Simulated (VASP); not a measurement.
# Co (P6_3/mmc) in VASP: single point with PBEsol

Aim: the single point of Co with PBEsol.

Everything below comes from runs of VASP 6.6.1. Logs are shortened: lines on timing, memory, paths and dates and some standing lists are left out, and cuts for length are marked.

**1. The cell of the first run**

It takes space group P6_3/mmc (No. 194, hexagonal). Conventional cell: a = 2.456 Å, b = 2.456 Å, c = 3.967 Å, α = 90.00°, β = 90.00°, γ = 120.00°. Co (site symmetry -6m2) has 12 Co at 2.44 to 2.46 Å within 3.2 Å.

**2. Single point, PBEsol, collinear spin, ferromagnetic start**

Contents of INCAR:

```
ALGO = Normal ; EDIFF = 1E-6
ENCUT = 600 ; GGA = PS
GGA_COMPAT = False ; ISIF = 2
ISMEAR = 0 ; ISPIN = 2
LASPH = True ; LCHARG = False
LMAXMIX = 4 ; LORBIT = 11
LREAL = False ; LWAVE = False
MAGMOM = 1.73 1.73 ; NBANDS = 20
NELM = 200 ; PREC = Accurate
SIGMA = 0.1
```

Contents of KPOINTS:

```
k-points
0
Gamma
  21 21 10
```

Contents of POSCAR:

```
Co
1.0
    2.4557515633      0.0000000000      0.0000000000
   -1.2278757816      2.1267432392      0.0000000000
    0.0000000000      0.0000000000      3.9674274473
Co
2
Direct
    0.3333333333      0.6666666667      0.2500000000
    0.6666666667      0.3333333333      0.7500000000
```

Potentials or basis: VASP PAW PBE potentials, release 64 (Co).

Started as:

```bash
> cat potpaw_PBE.64/Co/POTCAR > POTCAR
> mpirun -np 1 vasp_std > vasp.out
```

OUTCAR:

```text
EDIFF = 1E-6
   ENCUT = 600
   GGA = PS
   ISIF = 2
   ISMEAR = 0
   ISPIN = 2
   LASPH = True
   LORBIT = 11
   LREAL = False
   NELM = 200
   PREC = Accurate

 ion  position               nearest neighbor table
   1  0.333  0.667  0.250-   2 2.44   2 2.44   2 2.44   2 2.44   2 2.44   2 2.44
   2  0.667  0.333  0.750-   1 2.44   1 2.44   1 2.44   1 2.44   1 2.44   1 2.44

  LATTYP: Found a hexagonal cell.
 ALAT       =     2.4557515633
 C/A-ratio  =     1.6155654776

  Lattice vectors:

 A1 = (   2.4557515633,   0.0000000000,   0.0000000000)
 A2 = (  -1.2278757816,   2.1267432392,   0.0000000000)
 A3 = (   0.0000000000,   0.0000000000,   3.9674274473)

Analysis of symmetry for initial positions (statically):
=====================================================================
 Subroutine PRICEL returns:
 Original cell was already a primitive cell.

 Routine SETGRP: Setting up the symmetry group for a
 hexagonal supercell.

 Subroutine GETGRP returns: Found 24 space group operations
 (whereof 12 operations were pure point group operations)
 out of a pool of 24 trial point group operations.

The static configuration has the point symmetry D_3d.
 The point group associated with its full space group is D_6h.

Analysis of symmetry for dynamics (positions and initial velocities):
=====================================================================
 Subroutine PRICEL returns:
 Original cell was already a primitive cell.

 Routine SETGRP: Setting up the symmetry group for a
 hexagonal supercell.

 Subroutine GETGRP returns: Found 24 space group operations
 (whereof 12 operations were pure point group operations)
 out of a pool of 24 trial point group operations.

The dynamic configuration has the point symmetry D_3d.
 The point group associated with its full space group is D_6h.

Analysis of structural, dynamic, and magnetic symmetry:
=====================================================================
 Subroutine PRICEL returns:
 Original cell was already a primitive cell.

 Routine SETGRP: Setting up the symmetry group for a
 hexagonal supercell.

 Subroutine GETGRP returns: Found 24 space group operations
 (whereof 12 operations were pure point group operations)
 out of a pool of 24 trial point group operations.

The overall configuration has the point symmetry D_3d.
 The point group associated with its full space group is D_6h.

 Subroutine INISYM returns: Found 24 space group operations
 (whereof 12 operations are pure point group operations),
 and found     1 'primitive' translations

----------------------------------------------------------------------------------------

                                     Primitive cell

  volume of cell :      20.7209

  direct lattice vectors                    reciprocal lattice vectors
     2.455751563  0.000000000  0.000000000     0.407207315  0.235101253  0.000000000
    -1.227875782  2.126743239  0.000000000     0.000000000  0.470202506  0.000000000
     0.000000000  0.000000000  3.967427447     0.000000000  0.000000000  0.252052498

  length of vectors
     2.455751563  2.455751563  3.967427447     0.470202506  0.470202506  0.252052498

  position of ions in fractional coordinates (direct lattice)
     0.333333333  0.666666667  0.250000000
     0.666666667  0.333333333  0.750000000

  ion indices of the primitive-cell ions
   primitive index   ion index
                 1           1
                 2           2

----------------------------------------------------------------------------------------

 KPOINTS: k-points

Automatic generation of k-mesh.
 Grid dimensions read from file:
 generate k-points for:   21   21   10

 Generating k-lattice:

  Cartesian coordinates                     Fractional coordinates (reciprocal lattice)
     0.019390825  0.011195298  0.000000000     0.047619048  0.000000000  0.000000000
     0.000000000  0.022390596  0.000000000     0.000000000  0.047619048  0.000000000
     0.000000000  0.000000000  0.025205250     0.000000000  0.000000000  0.100000000

  Length of vectors
     0.022390596  0.022390596  0.025205250

  Shift w.r.t. Gamma in fractional coordinates (k-lattice)
     0.000000000  0.000000000  0.000000000

 Subroutine IBZKPT returns following result:
 ===========================================

 Found    288 irreducible k-points:

 Following reciprocal coordinates:
            Coordinates               Weight
  0.000000  0.000000  0.000000      1.000000
  0.047619  0.000000  0.000000      6.000000
  0.095238  0.000000  0.000000      6.000000
  0.142857  0.000000  0.000000      6.000000
  0.190476  0.000000  0.000000      6.000000
  0.238095  0.000000  0.000000      6.000000
[... 16 lines left out ...]
  0.142857  0.095238  0.000000     12.000000
  0.190476  0.095238  0.000000     12.000000
 [... further k-points ...]
   k-points           NKPTS =    288   k-points in BZ     NKDIM =    288   number of bands    NBANDS=     20
   number of dos      NEDOS =    301   number of ions     NIONS =      2
   total plane-waves  NPLWV =  12800
   dimension x,y,z NGX =    20 NGY =   20 NGZ =   32
   dimension x,y,z NGXF=    40 NGYF=   40 NGZF=   64
   ions per type =               2
   NGX,Y,Z   is equivalent  to a cutoff of  13.54, 13.54, 13.41 a.u.
   NGXF,Y,Z  is equivalent  to a cutoff of  27.08, 27.08, 26.82 a.u.
 SYSTEM =  unknown system
   PREC   = accura    normal or accurate (medium, high low for compatibility)
   ISTART =      0    job   : 0-new  1-cont  2-samecut
   ICHARG =      2    charge: 1-file 2-atom 10-const
   ISPIN  =      2    spin polarized calculation?
   LNONCOLLINEAR =      F non collinear calculations
   LSORBIT =      F    spin-orbit coupling
   LASPH  =      T    aspherical Exc in radial PAW
   ENCUT  =  600.0 eV  44.10 Ry    6.64 a.u.   4.90  4.90  7.92*2*pi/ulx,y,z
   NELM   =    200;   NELMIN=  2; NELMDL= -5     # of ELM steps
   EDIFF  = 0.1E-05   stopping-criterion for ELM
   LREAL  =      F    real-space projection
   EDIFFG = 0.1E-04   stopping-criterion for IOM
   NSW    =      0    number of steps for IOM
   IBRION =     -1    ionic relax: 0-MD 1-quasi-New 2-CG
   NFREE  =      0    steps in history (QN), initial steepest desc. (CG)
   ISIF   =      2    stress and relaxation
   ISYM   =      2    0-nonsym 1-usesym 2-fastsym
   POTIM  = 0.5000    time-step for ionic-motion
   TEBEG  =    0.0;   TEEND  =   0.0 temperature during run
   PSTRESS=    0.0 pullay stress
   NELECT =      18.0000    total number of electrons
   NUPDOWN=      -1.0000    fix difference up-down
   EMIN   =  10.00;   EMAX   =-10.00  energy-range for DOS
   EFERMI =   0.00;   METHOD = LEGACY
   ISMEAR =     0;   SIGMA  =   0.10  broadening in eV -4-tet -1-fermi 0-gaus
   EFERMI_NEDOS =   21; number of points for ismear=-14 and -15
   IALGO  =     38    algorithm
   IMIX   =      4    mixing-type and parameters
     AMIX     =   0.40;   BMIX     =  1.00
     AMIX_MAG =   1.60;   BMIX_MAG =  1.00
  volume/ion in A,a.u.               =      10.36        69.92
  Fermi-wavevector in a.u.,A,eV,Ry     =   1.562054  2.951855 33.198408  2.440014
  Thomas-Fermi vector in A             =   2.665029
   LORBIT       =     11    0 simple, 1 ext, 2 COOP (PROOUT), +10 PAW based schemes
   GGA     = PS    functional components
   LHFCALC =     F    Hartree Fock is set to
   AEXX    =    0.0000 exact exchange contribution
   IVDW    =     0    specifies the selected vdW correction
   LEPSILON=     F    determine dielectric tensor
   LRPA    =     F    only Hartree local field effects (RPA)
 spin polarized calculation
 Gauss-broadening in eV      SIGMA  =   0.10
  energy-cutoff  :      600.00
  volume of cell :       20.72
 maximum number of plane-waves:       706
 NGX is ok and might be reduce to    20
   NGX =  9   NGY =  9   NGZ = 15

 number of electron      18.0000001 magnetization       3.1109995

 Free energy of the ion-electron system (eV)
  ---------------------------------------------------
  ext. energy  EPLUGINS =         0.00000000
  ---------------------------------------------------
  free energy    TOTEN  =       -15.47699875 eV

  energy without entropy =      -15.46866087  energy(sigma->0) =      -15.47282981

 E-fermi :  10.7294     XC(G=0): -13.8540

 val. band max:       10.7284860611   @ k =   0.2381   0.0476   0.0000
 cond. band min:      10.7298481766   @ k =   0.2381   0.1905   0.4000
 fundamental gap:      0.0013621155
 Fermi energy:        10.7293789131

 spin component 1

 k-point     1 :       0.0000    0.0000    0.0000
  band No.  band energies     occupation
      1       1.4926      1.00000
      2       5.3762      1.00000
      3       8.0909      1.00000
      4       8.1097      1.00000
      5       8.1097      1.00000
      6       8.4507      1.00000
[... 12 lines left out ...]
     19      37.3636      0.00000
     20      37.3636      0.00000
[... 507 lines left out ...]
 k-point    24 :       0.1905    0.0952    0.0000
  band No.  band energies     occupation
      1       3.6123      1.00000
      2       6.3123      1.00000
      3       7.1224      1.00000
      4       7.2233      1.00000
      5       8.1368      1.00000
      6       8.1767      1.00000
[... 12 lines left out ...]
     19      36.4754      0.00000
     20      37.6952      0.00000

 [... further k-points ...]

 spin component 2

 k-point     1 :       0.0000    0.0000    0.0000
  band No.  band energies     occupation
      1       1.5544      1.00000
      2       6.3018      1.00000
      3       9.6573      1.00000
      4       9.6738      1.00000
      5       9.6738      1.00000
      6      10.0677      1.00000
[... 12 lines left out ...]
     19      37.7052      0.00000
     20      37.7052      0.00000
[... 507 lines left out ...]
 k-point    24 :       0.1905    0.0952    0.0000
  band No.  band energies     occupation
      1       3.7138      1.00000
      2       7.4207      1.00000
      3       8.2149      1.00000
      4       8.5651      1.00000
      5       9.6341      1.00000
      6       9.7465      1.00000
[... 12 lines left out ...]
     19      36.7335      0.00000
     20      38.1447      0.00000

 [... further k-points ...]
[... 5 lines left out ...]
  --------------------------------------------------------------------------------------
  -------------------------------------------------------------------------------------
  Total       -0.1213164     -0.1213164     -0.1376288     -0.0000000     -0.0000000      0.0000000
  in kB       -9.3804070     -9.3804070    -10.6417071     -0.0000000     -0.0000000      0.0000000
  external PRESSURE =      -9.8008404 kB  Pullay stress =       0.0000000 kB

 VOLUME and BASIS-vectors are now :
 -----------------------------------------------------------------------------
  energy-cutoff  :      600.00
  volume of cell :       20.72
      direct lattice vectors                 reciprocal lattice vectors
     2.455751563  0.000000000  0.000000000     0.407207315  0.235101253  0.000000000
    -1.227875782  2.126743239  0.000000000     0.000000000  0.470202506  0.000000000
     0.000000000  0.000000000  3.967427447     0.000000000  0.000000000  0.252052498

 POSITION                                       TOTAL-FORCE (eV/Angst)
 -----------------------------------------------------------------------------------
     -0.00000      1.41783      0.99186         0.000000      0.000000      0.000000
      1.22788      0.70891      2.97557        -0.000000     -0.000000      0.000000
 -----------------------------------------------------------------------------------
    total drift:                                0.000000      0.000000     -0.000000

  FREE ENERGIE OF THE ION-ELECTRON SYSTEM (eV)
  ---------------------------------------------------
  free  energy   TOTEN  =       -15.4769987459 eV

  energy  without entropy=      -15.4686608737  energy(sigma->0) =      -15.47282981

 total charge

# of ion       s       p       d       tot
------------------------------------------
    1        0.508   0.566   7.291   8.365
    2        0.508   0.566   7.291   8.365
--------------------------------------------------
tot          1.016   1.132  14.583  16.731

 magnetization (x)

# of ion       s       p       d       tot
------------------------------------------
    1       -0.016  -0.053   1.631   1.563
    2       -0.016  -0.053   1.631   1.563
--------------------------------------------------
tot         -0.031  -0.105   3.262   3.126
```

Wall time 2.8 min (1 thread of AMD EPYC 7R13, shared host); peak memory 0.31 GiB.

What came out:

```yaml
Free_energy: -15.4770 eV
Pressure: -1.0 GPa
Net_moment: 3.11 μB per cell
Site_moments: Co +1.56 μB
Valence_electrons_inside_the_program's_atomic_spheres: Co 8.37
```

Caveat: the PAW data sets were made with another functional, which shifts forces and pressure a little.
